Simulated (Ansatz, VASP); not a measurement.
One calculation of CaMg, two programs

Contents of INCAR:

```
SYSTEM = CaMg
ALGO = Fast
EDIFF = 1E-6
ENCUT = 520
GGA = CA
ISIF = 2
ISMEAR = 0
LASPH = .TRUE.
LCHARG = .FALSE.
LREAL = .FALSE.
LWAVE = .FALSE.
NBANDS = 13
NELM = 60
PREC = Accurate
SIGMA = 0.15
```

File KPOINTS:

```
k-points
0
G
  12 12 12
  0 0 0
```

Contents of POSCAR:

```
CaMg
1.0
    3.8262479978      0.0000000000      0.0000000000
    0.0000000000      3.8262479978      0.0000000000
    0.0000000000      0.0000000000      3.8262479978
Ca Mg
1 1
Direct
    0.0171011642      0.0000000000      0.0000000000
    0.4718008451      0.5000000000      0.5000000000
```

Input for Ansatz:

```yaml
crystal:
  lattice:
    - [3.8262479978, 0.0, 0.0]
    - [0.0, 3.8262479978, 0.0]
    - [0.0, 0.0, 3.8262479978]
  atoms:
    - { symbol: Ca, position: [0.0171011642, 0.0, 0.0] }
    - { symbol: Mg, position: [0.4718008451, 0.5, 0.5] }
basis:
  ecutwfc: 520.0
kpoints:
  mp_grid: { grid: [12, 12, 12] }
hamiltonian:
  xc: lda
scf:
  occupations: { method: gaussian, width: 0.15 }
output:
  forces: true
  stress: true
  eigenvalues: true
```

Change from the starting cell: mode 4 frozen in at -0.109 Å, equal normal strain along x, y and z -0.0083.

Alike in both runs: task single point; functional LDA; k mesh 12 × 12 × 12; occupations gaussian, width 0.15 eV; no spin polarisation.

|  | VASP | Ansatz |
| --- | --- | --- |
| version | VASP 6.6.1 | Ansatz 0.2.0 |
| potentials or method | VASP PAW LDA potentials, release 64 (Ca_sv, Mg), cutoff 520 eV | scalar-relativistic, plane waves, PAW |
| valence electrons in the cell | 12 | 20 |

Ansatz gave:

```
gap on the k mesh at the Fermi level (eV)                     : none
pressure (GPa)                                                : 1.0
traceless stress, the component that is largest in VASP (GPa) : -0.25
rms of the force components (eV/Å)                            : 0.265
```

Estimate VASP's values.

gap on the k mesh at the Fermi level (eV): none; pressure (GPa): 0.9; traceless stress, the component that is largest in VASP (GPa): -0.25; rms of the force components (eV/Å): 0.269.

LDA's correlation is that of Perdew and Zunger in VASP and of Perdew and Wang (1992) in Ansatz. Atom by atom the forces differ by 0.004 eV/Å (rms over components). A gap of «none» marks a metal or a gap that the smearing closes. VASP's potentials hold 12 valence electrons a cell and Ansatz's 20, so a difference there can come from the potentials and not from the codes.
